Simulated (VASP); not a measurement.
The system is B5Pt.

```xyz
6
Lattice="5.7795 0.0000 0.0000 -2.8897 5.0052 0.0000 0.0000 0.0000 2.2523" Properties=species:S:1:pos:R:3 pbc="T T T"
B     0.0000    3.3368    1.1262
B     2.8897    1.6684    1.1262
B     2.8897    0.0000    1.1262
B    -1.4449    2.5026    1.1262
B     1.4449    2.5026    1.1262
Pt    0.0000    0.0000    0.0000
```

| Item | Value |
| --- | --- |
| Program | VASP 6.6.1 |
| Task | relaxation of cell and atoms |
| Functional | PBE |
| Potentials or basis | VASP PAW PBE potentials, release 64 (B, Pt) |
| Cutoff | 600 eV |
| k mesh | 3 × 3 × 8 |
| Occupations | gaussian, width 0.1 eV |
| Spin | no spin polarisation |

At the start: pressure 0.6 GPa; volume 10.86 Å³/atom.

Task: Where does the relaxation end?

Result: Over 4 steps the energy falls by 30.3 meV/atom and the volume is 11.00 Å³/atom (+1.3 %); space group P6/mmm (No. 191, to 0.05 Å).

The path:
```tsv
step	energy change (eV)	largest force (eV/Å)	pressure (GPa)	volume (Å³)
1	0.0000	0.0000	0.59	65.15
2	-0.1787	0.0000	1.42	65.40
3	-0.1804	0.0000	1.00	65.38
4	-0.1817	0.0000	-0.39	66.01
```

Final structure:
```cif
data_structure
_symmetry_space_group_name_H-M 'P 1'
_symmetry_Int_Tables_number 1
_cell_length_a 5.6766
_cell_length_b 5.6766
_cell_length_c 2.3654
_cell_angle_alpha 90.000
_cell_angle_beta 90.000
_cell_angle_gamma 120.000
_cell_volume 66.01
loop_
_atom_site_label
_atom_site_type_symbol
_atom_site_fract_x
_atom_site_fract_y
_atom_site_fract_z
_atom_site_occupancy
B1 B 0.33333 0.66667 0.50000 1
B2 B 0.66667 0.33333 0.50000 1
B3 B 0.50000 0.00000 0.50000 1
B4 B 0.00000 0.50000 0.50000 1
B5 B 0.50000 0.50000 0.50000 1
Pt1 Pt 0.00000 0.00000 0.00000 1
```

Caveat: the k points lie up to 0.43 Å⁻¹ apart in the final cell.
